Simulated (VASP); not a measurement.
# Ge (I4_1/amd) in VASP: single point with PBE

Aim: the single point of Ge with PBE.

All numbers are computed with VASP 6.6.1; they aren't measurements. Logs are shortened: lines on timing, memory, paths and dates and some standing lists are left out, and cuts for length are marked.

## (1) The cell of the first run

The structure is tetragonal, space group I4_1/amd (No. 141). The conventional cell has a = 4.001 Å, b = 4.001 Å, c = 5.715 Å, α = 90.00°, β = 90.00°, γ = 90.00°. Within 3.2 Å of Ge (site symmetry -4m2) lie 4 Ge at 2.46 Å.

## (2) Single point, PBE

Contents of INCAR:

```
  ALGO = Normal
  EDIFF = 1E-6
  ENCUT = 500
  GGA = PE
  GGA_COMPAT = False
  ISIF = 2
  ISMEAR = 0
  LASPH = True
  LCHARG = False
  LREAL = False
  LWAVE = False
  NBANDS = 36
  NELM = 120
  PREC = Accurate
  SIGMA = 0.01
```

Contents of KPOINTS:

```
k-points
0
Gamma
  8 8 6
```

Contents of POSCAR:

```
Ge
1.0
    4.0008101680      0.0000000000      0.0000000000
    0.0000000000      4.0008101680      0.0000000000
    0.0000000000      0.0000000000      5.7145800000
Ge
4
Direct
    0.0000000000      0.0000000000      0.0000000000
    0.5000000000      0.0000000000      0.2500000000
    0.5000000000      0.5000000000      0.5000000000
    0.0000000000      0.5000000000      0.7500000000
```

Potentials or basis: VASP PAW PBE potentials, release 64 (Ge_d).

Command:

```
> cat potpaw_PBE.64/Ge_d/POTCAR > POTCAR
> mpirun -np 1 vasp_std > vasp.out
```

OUTCAR:

```text
EDIFF = 1E-6
   ENCUT = 500
   GGA = PE
   ISIF = 2
   ISMEAR = 0
   LASPH = True
   LREAL = False
   NELM = 120
   PREC = Accurate

 ion  position               nearest neighbor table
   1  0.000  0.000  0.000-   2 2.46   4 2.46   4 2.46   2 2.46
   2  0.500  0.000  0.250-   1 2.46   3 2.46   3 2.46   1 2.46
   3  0.500  0.500  0.500-   2 2.46   4 2.46   2 2.46   4 2.46
   4  0.000  0.500  0.750-   1 2.46   3 2.46   1 2.46   3 2.46

  LATTYP: Found a simple tetragonal cell.
 ALAT       =     4.0008101680
 C/A-ratio  =     1.4283556980

  Lattice vectors:

 A1 = (   4.0008101680,   0.0000000000,   0.0000000000)
 A2 = (   0.0000000000,   4.0008101680,   0.0000000000)
 A3 = (   0.0000000000,   0.0000000000,   5.7145800000)

Analysis of symmetry for initial positions (statically):
=====================================================================
 Subroutine PRICEL returns following result:

  LATTYP: Found a body centered tetragonal cell.
 ALAT       =     4.0008101680
 C/A-ratio  =     1.4283556980

  Lattice vectors:

 A1 = (   2.0004050840,  -2.0004050840,  -2.8572900000)
 A2 = (  -2.0004050840,   2.0004050840,  -2.8572900000)
 A3 = (   2.0004050840,   2.0004050840,   2.8572900000)

   2 primitive cells build up your supercell.

 Routine SETGRP: Setting up the symmetry group for a
 simple tetragonal supercell.

 Subroutine GETGRP returns: Found 16 space group operations
 (whereof  8 operations were pure point group operations)
 out of a pool of 16 trial point group operations.

The static configuration has the point symmetry D_2d.
 The point group associated with its full space group is D_4h.

Analysis of symmetry for dynamics (positions and initial velocities):
=====================================================================
 Subroutine PRICEL returns following result:

  LATTYP: Found a body centered tetragonal cell.
 ALAT       =     4.0008101680
 C/A-ratio  =     1.4283556980

  Lattice vectors:

 A1 = (   2.0004050840,  -2.0004050840,  -2.8572900000)
 A2 = (  -2.0004050840,   2.0004050840,  -2.8572900000)
 A3 = (   2.0004050840,   2.0004050840,   2.8572900000)

   2 primitive cells build up your supercell.

 Routine SETGRP: Setting up the symmetry group for a
 simple tetragonal supercell.

 Subroutine GETGRP returns: Found 16 space group operations
 (whereof  8 operations were pure point group operations)
 out of a pool of 16 trial point group operations.

The dynamic configuration has the point symmetry D_2d.
 The point group associated with its full space group is D_4h.

 Subroutine INISYM returns: Found 16 space group operations
 (whereof  8 operations are pure point group operations),
 and found     2 'primitive' translations

----------------------------------------------------------------------------------------

                                     Primitive cell

  volume of cell :      45.7352

  direct lattice vectors                    reciprocal lattice vectors
     2.000405084 -2.000405084 -2.857290000     0.249949375  0.000000000 -0.174990988
    -2.000405084  2.000405084 -2.857290000    -0.000000000  0.249949375 -0.174990988
     2.000405084  2.000405084  2.857290000     0.249949375  0.249949375  0.000000000

  length of vectors
     4.020863980  4.020863980  4.020863980     0.305117249  0.305117249  0.353481796

  position of ions in fractional coordinates (direct lattice)
     0.000000000  0.000000000  0.000000000
     0.250000000  0.750000000  0.500000000

  ion indices of the primitive-cell ions
   primitive index   ion index
                 1           1
                 2           2

----------------------------------------------------------------------------------------

 KPOINTS: k-points

Automatic generation of k-mesh.
 Grid dimensions read from file:
 generate k-points for:    8    8    6

 Generating k-lattice:

  Cartesian coordinates                     Fractional coordinates (reciprocal lattice)
     0.031243672  0.000000000  0.000000000     0.125000000  0.000000000  0.000000000
     0.000000000  0.031243672  0.000000000     0.000000000  0.125000000  0.000000000
     0.000000000  0.000000000  0.029165165     0.000000000  0.000000000  0.166666667

  Length of vectors
     0.031243672  0.031243672  0.029165165

  Shift w.r.t. Gamma in fractional coordinates (k-lattice)
     0.000000000  0.000000000  0.000000000

 Subroutine IBZKPT returns following result:
 ===========================================

 Found     60 irreducible k-points:

 Following reciprocal coordinates:
            Coordinates               Weight
  0.000000  0.000000  0.000000      1.000000
  0.125000  0.000000  0.000000      4.000000
  0.250000  0.000000  0.000000      4.000000
  0.375000  0.000000  0.000000      4.000000
  0.500000  0.000000  0.000000      2.000000
  0.125000  0.125000  0.000000      4.000000
[... 16 lines left out ...]
  0.375000  0.125000  0.166667     16.000000
  0.500000  0.125000  0.166667      8.000000
 [... further k-points ...]
   k-points           NKPTS =     60   k-points in BZ     NKDIM =     60   number of bands    NBANDS=     36
   number of dos      NEDOS =    301   number of ions     NIONS =      4
   total plane-waves  NPLWV =  37800
   dimension x,y,z NGX =    30 NGY =   30 NGZ =   42
   dimension x,y,z NGXF=    60 NGYF=   60 NGZF=   84
   ions per type =               4
   NGX,Y,Z   is equivalent  to a cutoff of  12.47, 12.47, 12.22 a.u.
   NGXF,Y,Z  is equivalent  to a cutoff of  24.93, 24.93, 24.44 a.u.
 SYSTEM =  unknown system
   PREC   = accura    normal or accurate (medium, high low for compatibility)
   ISTART =      0    job   : 0-new  1-cont  2-samecut
   ICHARG =      2    charge: 1-file 2-atom 10-const
   ISPIN  =      1    spin polarized calculation?
   LNONCOLLINEAR =      F non collinear calculations
   LSORBIT =      F    spin-orbit coupling
   LASPH  =      T    aspherical Exc in radial PAW
   ENCUT  =  500.0 eV  36.75 Ry    6.06 a.u.   7.29  7.29 10.42*2*pi/ulx,y,z
   NELM   =    120;   NELMIN=  2; NELMDL= -5     # of ELM steps
   EDIFF  = 0.1E-05   stopping-criterion for ELM
   LREAL  =      F    real-space projection
   EDIFFG = 0.1E-04   stopping-criterion for IOM
   NSW    =      0    number of steps for IOM
   IBRION =     -1    ionic relax: 0-MD 1-quasi-New 2-CG
   NFREE  =      0    steps in history (QN), initial steepest desc. (CG)
   ISIF   =      2    stress and relaxation
   ISYM   =      2    0-nonsym 1-usesym 2-fastsym
   POTIM  = 0.5000    time-step for ionic-motion
   TEBEG  =    0.0;   TEEND  =   0.0 temperature during run
   PSTRESS=    0.0 pullay stress
   NELECT =      56.0000    total number of electrons
   NUPDOWN=      -1.0000    fix difference up-down
   EMIN   =  10.00;   EMAX   =-10.00  energy-range for DOS
   EFERMI =   0.00;   METHOD = LEGACY
   ISMEAR =     0;   SIGMA  =   0.01  broadening in eV -4-tet -1-fermi 0-gaus
   EFERMI_NEDOS =   21; number of points for ismear=-14 and -15
   IALGO  =     38    algorithm
   IMIX   =      4    mixing-type and parameters
     AMIX     =   0.40;   BMIX     =  1.00
     AMIX_MAG =   1.60;   BMIX_MAG =  1.00
  volume/ion in A,a.u.               =      22.87       154.32
  Fermi-wavevector in a.u.,A,eV,Ry     =   1.390094  2.626896 26.291364  1.932361
  Thomas-Fermi vector in A             =   2.514062
   LORBIT       =      0    0 simple, 1 ext, 2 COOP (PROOUT), +10 PAW based schemes
   GGA     = PE    functional components
   LHFCALC =     F    Hartree Fock is set to
   AEXX    =    0.0000 exact exchange contribution
   IVDW    =     0    specifies the selected vdW correction
   LEPSILON=     F    determine dielectric tensor
   LRPA    =     F    only Hartree local field effects (RPA)
 non-spin polarized calculation
 Gauss-broadening in eV      SIGMA  =   0.01
  energy-cutoff  :      500.00
  volume of cell :       91.47
 maximum number of plane-waves:      2348
 NGX is ok and might be reduce to    30
   NGX = 15   NGY = 15   NGZ = 21

 number of electron      55.9999906 magnetization

 Free energy of the ion-electron system (eV)
  ---------------------------------------------------
  ext. energy  EPLUGINS =         0.00000000
  ---------------------------------------------------
  free energy    TOTEN  =       -18.02817477 eV

  energy without entropy =      -18.02814539  energy(sigma->0) =      -18.02816008

 E-fermi :   4.9212     XC(G=0):  -9.8768

 val. band max:        4.8434293588   @ k =   0.0000   0.0000   0.0000
 cond. band min:       4.9211591335   @ k =   0.0000   0.0000   0.0000
 fundamental gap:      0.0777297747
 Fermi energy:         4.9211591334

 k-point     1 :       0.0000    0.0000    0.0000
  band No.  band energies     occupation
      1     -19.9407      2.00000
      2     -19.9407      2.00000
      3     -19.9066      2.00000
      4     -19.9066      2.00000
      5     -19.9036      2.00000
      6     -19.8711      2.00000
[... 28 lines left out ...]
     35      11.2973      0.00000
     36      14.2540      0.00000

 k-point     2 :       0.1250    0.0000    0.0000
  band No.  band energies     occupation
      1     -19.9477      2.00000
      2     -19.9410      2.00000
      3     -19.9138      2.00000
      4     -19.9066      2.00000
      5     -19.9059      2.00000
      6     -19.8652      2.00000
[... 28 lines left out ...]
     35      11.9547      0.00000
     36      13.4129      0.00000

 k-point     3 :       0.2500    0.0000    0.0000
  band No.  band energies     occupation
      1     -19.9557      2.00000
      2     -19.9415      2.00000
      3     -19.9253      2.00000
      4     -19.9156      2.00000
      5     -19.8990      2.00000
      6     -19.8546      2.00000
[... 28 lines left out ...]
     35      12.0396      0.00000
     36      12.2400      0.00000
[... 742 lines left out ...]
 k-point    23 :       0.3750    0.1250    0.1667
  band No.  band energies     occupation
      1     -19.9520      2.00000
      2     -19.9420      2.00000
      3     -19.9364      2.00000
      4     -19.9260      2.00000
      5     -19.8889      2.00000
      6     -19.8534      2.00000
[... 28 lines left out ...]
     35      10.8634      0.00000
     36      11.5103      0.00000

 k-point    24 :       0.5000    0.1250    0.1667
  band No.  band energies     occupation
      1     -19.9447      2.00000
      2     -19.9447      2.00000
      3     -19.9359      2.00000
      4     -19.9359      2.00000
      5     -19.8692      2.00000
      6     -19.8692      2.00000
[... 28 lines left out ...]
     35      10.8074      0.00000
     36      10.8074      0.00000

 [... further k-points ...]

------------------------ aborting loop because EDIFF is reached ----------------------------------------

  FORCE on cell =-STRESS in cart. coord.  units (eV):
  Direction    XX          YY          ZZ          XY          YZ          ZX
  --------------------------------------------------------------------------------------
  -------------------------------------------------------------------------------------
  Total        1.7596911      1.7596911      1.2972475      0.0000000      0.0000000     -0.0000000
  in kB       30.8224253     30.8224253     22.7223480      0.0000000      0.0000000     -0.0000000
  external PRESSURE =      28.1223995 kB  Pullay stress =       0.0000000 kB

 VOLUME and BASIS-vectors are now :
 -----------------------------------------------------------------------------
  energy-cutoff  :      500.00
  volume of cell :       91.47
      direct lattice vectors                 reciprocal lattice vectors
     4.000810168  0.000000000  0.000000000     0.249949375  0.000000000  0.000000000
     0.000000000  4.000810168  0.000000000     0.000000000  0.249949375  0.000000000
     0.000000000  0.000000000  5.714580000     0.000000000  0.000000000  0.174990988

 POSITION                                       TOTAL-FORCE (eV/Angst)
 -----------------------------------------------------------------------------------
      0.00000      0.00000      0.00000         0.000000     -0.000000     -0.000000
      2.00041      0.00000      1.42864         0.000000     -0.000000      0.000000
      2.00041      2.00041      2.85729        -0.000000      0.000000     -0.000000
      0.00000      2.00041      4.28594        -0.000000      0.000000     -0.000000
 -----------------------------------------------------------------------------------
    total drift:                                0.000000      0.000000      0.000000

  FREE ENERGIE OF THE ION-ELECTRON SYSTEM (eV)
  ---------------------------------------------------
  free  energy   TOTEN  =       -18.0281747740 eV

  energy  without entropy=      -18.0281453891  energy(sigma->0) =      -18.02816008
```

Run time: 3.7 min. Hardware: 1 thread of AMD EPYC 7R13, shared host; peak memory 0.24 GiB.

What came out:

- Free energy: -18.0282 eV
- Pressure: 2.8 GPa
- Band gap on the k mesh: zero (filled and empty bands touch)

Stress tensor (GPa, compression positive):
```
3.08 0.00 0.00
0.00 3.08 0.00
0.00 0.00 2.27
```

Caveat: semilocal functionals underestimate gaps, so a narrow gap can read as zero.
